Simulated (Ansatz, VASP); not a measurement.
**One calculation of Ge2Sb2Te5, two programs**

Contents of INCAR:

```
SYSTEM = Ge2Sb2Te5
  PREC = Accurate
  ENCUT = 520
  EDIFF = 1E-7
  ISMEAR = 0
  SIGMA = 0.03
  LREAL = .FALSE.
  LASPH = .TRUE.
  NELM = 80
  ALGO = Normal
  ISIF = 2
  LWAVE = .FALSE.
  LCHARG = .TRUE.
  GGA = PE
  LELF = .TRUE.
  LVHAR = .TRUE.
  NBANDS = 44
```

KPOINTS

```
Automatic mesh
0
G
  9 9 2
  0 0 0
```

The input POSCAR:

```
Ge2Sb2Te5
1.0
    4.2639992940      0.0000000000      0.0000000000
   -2.1319996470      3.6927317103      0.0000000000
    0.0000000000      0.0000000000     18.0865499662
Ge Sb Te
2 2 5
Direct
    0.0000000000      0.0000000000      0.3314713560
    0.0000000000      0.0000000000      0.6685286440
    0.3333333333      0.6666666667      0.1121550832
    0.6666666667      0.3333333333      0.8878449168
    0.0000000000      0.0000000000      0.0000000000
    0.3333333333      0.6666666667      0.7913602895
    0.6666666667      0.3333333333      0.2086397105
    0.3333333333      0.6666666667      0.4097504733
    0.6666666667      0.3333333333      0.5902495267
```

Input for Ansatz:

```yaml
crystal:
  lattice:
    - [4.263999294, 0.0, 0.0]
    - [-2.131999647, 3.6927317103, 0.0]
    - [0.0, 0.0, 18.0865499662]
  atoms:
    - { symbol: Ge, position: [0.0, 0.0, 0.331471356] }
    - { symbol: Ge, position: [0.0, 0.0, 0.668528644] }
    - { symbol: Sb, position: [0.3333333333, 0.6666666667, 0.1121550832] }
    - { symbol: Sb, position: [0.6666666667, 0.3333333333, 0.8878449168] }
    - { symbol: Te, position: [0.0, 0.0, 0.0] }
    - { symbol: Te, position: [0.3333333333, 0.6666666667, 0.7913602895] }
    - { symbol: Te, position: [0.6666666667, 0.3333333333, 0.2086397105] }
    - { symbol: Te, position: [0.3333333333, 0.6666666667, 0.4097504733] }
    - { symbol: Te, position: [0.6666666667, 0.3333333333, 0.5902495267] }
basis:
  ecutwfc: 420
kpoints:
  mp_grid: { grid: [9, 9, 2] }
hamiltonian:
  xc: pbe
  pseudopotentials: { kind: paw, azcp: { folder: soft_1 } }
scf:
  occupations: { method: gaussian, width: 0.03 }
output:
  forces: true
  stress: true
  eigenvalues: true
```

Alike in both runs: task single point; functional PBE; k mesh 9 × 9 × 2; occupations gaussian, width 0.03 eV; no spin polarisation.

```csv
,VASP,Ansatz
version,VASP 6.6.1,Ansatz 0.2.0
potentials or method,"VASP PAW PBE potentials, release 64 (Ge_d, Sb, Te), cutoff 520 eV","scalar-relativistic, plane waves, PAW"
valence electrons in the cell,68,138
```

```tsv
	VASP	Ansatz	Ansatz less VASP
gap on the k mesh at the Fermi level (eV)	0.17	0.18	+0.009
least direct gap on the mesh (eV)	0.25	0.25	-0.009
pressure (GPa)	0.0	0.0	+0.02
rms of the force components (eV/Å)	0.010	0.002	-0.0079
```

Atom by atom the forces differ by 0.008 eV/Å (rms over components). VASP's potentials hold 68 valence electrons a cell and Ansatz's 138, so a difference there can come from the potentials and not from the codes.

Neither program's run includes spin-orbit coupling.
